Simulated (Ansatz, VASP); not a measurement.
**K3TeH in VASP and in Ansatz**

Contents of INCAR:

```
ALGO = Normal
EDIFF = 1E-6
EDIFFG = -0.04
ENCUT = 600
GGA = PE
IBRION = 2
ISIF = 3
ISMEAR = 0
LASPH = T
LCHARG = F
LREAL = F
LWAVE = F
NELM = 100
NSW = 90
PREC = Accurate
SIGMA = 0.1
```

The input KPOINTS:

```
k-points
0
Gamma
  6 6 4
```

The input POSCAR:

```
K3TeH
1.0
    5.5054503900      0.0000000000      0.0000000000
   -2.7527252000      4.7678599000      0.0000000000
    0.0000000000      0.0000000000      6.5791282500
K Te H
3 1 1
Direct
    0.3333333300      0.6666666700      0.5295525100
    0.6666666700      0.3333333300      0.5295525100
    0.0000000000      0.0000000000      0.7708060400
    0.0000000000      0.0000000000      0.1623668300
    0.0000000000      0.0000000000      0.5002532000
```

Input for Ansatz:

```yaml
crystal:
  lattice:
    - [5.50545039, 0.0, 0.0]
    - [-2.7527252, 4.7678599, 0.0]
    - [0.0, 0.0, 6.57912825]
  atoms:
    - { symbol: K, position: [0.33333333, 0.66666667, 0.52955251] }
    - { symbol: K, position: [0.66666667, 0.33333333, 0.52955251] }
    - { symbol: K, position: [0.0, 0.0, 0.77080604] }
    - { symbol: Te, position: [0.0, 0.0, 0.16236683] }
    - { symbol: H, position: [0.0, 0.0, 0.5002532] }
basis:
  ecutwfc: 420
kpoints:
  mp_grid: { grid: [6, 6, 4] }
hamiltonian:
  xc: pbe
scf:
  occupations: { method: gaussian, width: 0.1 }
  lower_state_search: "off"
output:
  forces: true
  stress: true
  eigenvalues: true
relax:
  adjacent_minimum: "off"
  f_tol: 0.04
  max_steps: 70
  cell: { stress_tol: 0.4 }
```

Alike in both runs: task relaxation of cell and atoms; functional PBE; k mesh 6 × 6 × 4; occupations gaussian, width 0.1 eV; no spin polarisation.

```csv
,VASP,Ansatz
version,VASP 6.6.1,Ansatz 0.2.0
potentials or method,"VASP PAW PBE potentials, release 64 (K_sv, Te, H), cutoff 600 eV","scalar-relativistic, plane waves, PAW"
valence electrons in the cell,34,44
```

Ansatz gave:

| Quantity | Value |
| --- | --- |
| gap on the k mesh at the Fermi level, each at its own relaxed structure (eV) | 1.39 |
| relaxed volume (Å³/atom) | 53.74 |
| relaxed cell length with the largest relative difference (Å) | 5.710 |

Estimate VASP's values.

gap on the k mesh at the Fermi level, each at its own relaxed structure (eV): 1.29; relaxed volume (Å³/atom): 55.22; relaxed cell length with the largest relative difference (Å): 5.794.

VASP's potentials hold 34 valence electrons a cell and Ansatz's 44, so a difference there can come from the potentials and not from the codes.

Neither program's run includes spin-orbit coupling. Noted on VASP's run: the volume moved by over 15 % at a fixed basis, so the end points are rough.
